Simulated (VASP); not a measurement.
Write the native input for VASP 6.6.1 that does the following.

- Task: single point
- Functional: r2SCAN
- Potentials or basis: VASP PAW PBE potentials, release 64 (Ti_sv, Al)
- Cutoff: 520 eV
- k mesh: 18 × 18 × 10
- Occupations: gaussian, width 0.15 eV
- Spin: no spin polarisation
- Dipole correction: no
- Further INCAR settings: ALGO = Normal; EDIFF = 1e-06; NBANDS = 14

TiAl:

```
CELL_PARAMETERS angstrom
2.86726 0.00000 0.00000
-1.43363 2.48312 0.00000
0.00000 0.00000 4.67808
ATOMIC_POSITIONS crystal
Ti 0.04027 0.08054 0.00000
Al 0.33333 0.66667 0.50000
```

This cell differs from its parent crystal: atom 1 (Ti) moved by (+0.000, +0.200) A along x and y.

One way to write it, as run:

POSCAR

```
TiAl
1.0
    2.8672622327      0.0000000000      0.0000000000
   -1.4336311163      2.4831219328      0.0000000000
    0.0000000000      0.0000000000      4.6780830000
Ti Al
1 1
Direct
    0.0402718846      0.0805437693      0.0000000000
    0.3333333333      0.6666666667      0.5000000000
```

INCAR.step1

```
  ALGO = Normal
  EDIFF = 1E-4
  ENCUT = 520
  GGA = PE
  ISMEAR = 0
  LASPH = T
  LCHARG = F
  LREAL = F
  LWAVE = T
  NBANDS = 14
  NELM = 60
  PREC = Accurate
  SIGMA = 0.15
```

INCAR.step2

```
  ALGO = Normal
  EDIFF = 1E-6
  ENCUT = 520
  ISIF = 2
  ISMEAR = 0
  ISTART = 1
  LASPH = T
  LCHARG = F
  LMIXTAU = T
  LREAL = F
  LWAVE = F
  METAGGA = R2SCAN
  NBANDS = 14
  NELM = 60
  PREC = Accurate
  SIGMA = 0.15
```

KPOINTS

```
k-points
0
Gamma
  18 18 10
```

Potentials or basis: VASP PAW PBE potentials, release 64 (Ti_sv, Al).

Run with:

```bash
$ cat potpaw_PBE.64/Ti_sv/POTCAR potpaw_PBE.64/Al/POTCAR > POTCAR
$ cp INCAR.step1 INCAR
$ mpirun -np 1 vasp_std > vasp.out
$ cp INCAR.step2 INCAR
$ mpirun -np 1 vasp_std > vasp.out
```

Results of the run:

| Quantity | Value |
| --- | --- |
| Pressure | -0.6 GPa |
| Largest force | 0.517 eV/Å |
| Band gap on the k mesh | zero (an odd number of electrons rules out a gap without spin polarisation) |

Caveat: the cell differs from its parent crystal (atom 1 (Ti) moved by (+0.000, +0.200) A along x and y); the PAW data sets were made with another functional, which shifts forces and pressure a little.

Wall time 29 min on 1 thread of Oxide Virtual Turin-like Processor (shared host), peak memory 0.35 GiB.
